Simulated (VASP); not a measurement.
Here is a VASP 6.6.1 calculation.

The input POSCAR:

```
Cl
1.0
    3.0807983119     -2.2040687446      0.0000000000
    3.0807983119      2.2040687446      0.0000000000
    0.0000000000      0.0000000000      8.0424019526
Cl
4
Direct
    0.3700000000      0.6300000000      0.4000000000
    0.1300000000      0.8700000000      0.9000000000
    0.6300000000      0.3700000000      0.6000000000
    0.8700000000      0.1300000000      0.1000000000
```

The input INCAR.step1:

```
PREC = Accurate ; ENCUT = 520
ISMEAR = -1 ; SIGMA = 0.05
LREAL = False ; LASPH = True
NELM = 80 ; NBANDS = 22
GGA = PE ; ALGO = Normal
EDIFF = 1E-4 ; LWAVE = True
LCHARG = False
```

The input INCAR.step2:

```
PREC = Accurate ; ENCUT = 520
EDIFF = 1E-6 ; ISMEAR = -1
SIGMA = 0.05 ; LREAL = False
LASPH = True ; NELM = 80
ALGO = Normal ; ISIF = 2
LWAVE = False ; LCHARG = True
METAGGA = R2SCAN ; LMIXTAU = True
LELF = True ; LVHAR = True
NBANDS = 22 ; ISTART = 1
```

KPOINTS

```
regular mesh
0
Gamma
  7 7 4
```

Potentials or basis: VASP PAW PBE potentials, release 64 (Cl).

Run with:

```console
$ cat potpaw_PBE.64/Cl/POTCAR > POTCAR
$ cp INCAR.step1 INCAR
$ mpirun -np 1 vasp_std > vasp.out
$ cp INCAR.step2 INCAR
$ mpirun -np 1 vasp_std > vasp.out
```

Q: Estimate the pressure.

A: 0.8 GPa.

Q: Estimate the band gap on the k mesh.

A: 3.14 eV (least direct gap 3.20 eV).

Q: What does it give for the largest force?

A: 0.376 eV/Å.

Forces on the atoms (eV/Å):
```
Cl   0.000  0.156 -0.342
Cl   0.000 -0.156 -0.342
Cl   0.000 -0.156  0.342
Cl   0.000  0.156  0.342
```

Caveat: the PAW data sets were made with another functional, which shifts forces and pressure a little; an odd mesh through Γ misses points on the zone boundary, where band edges can lie.
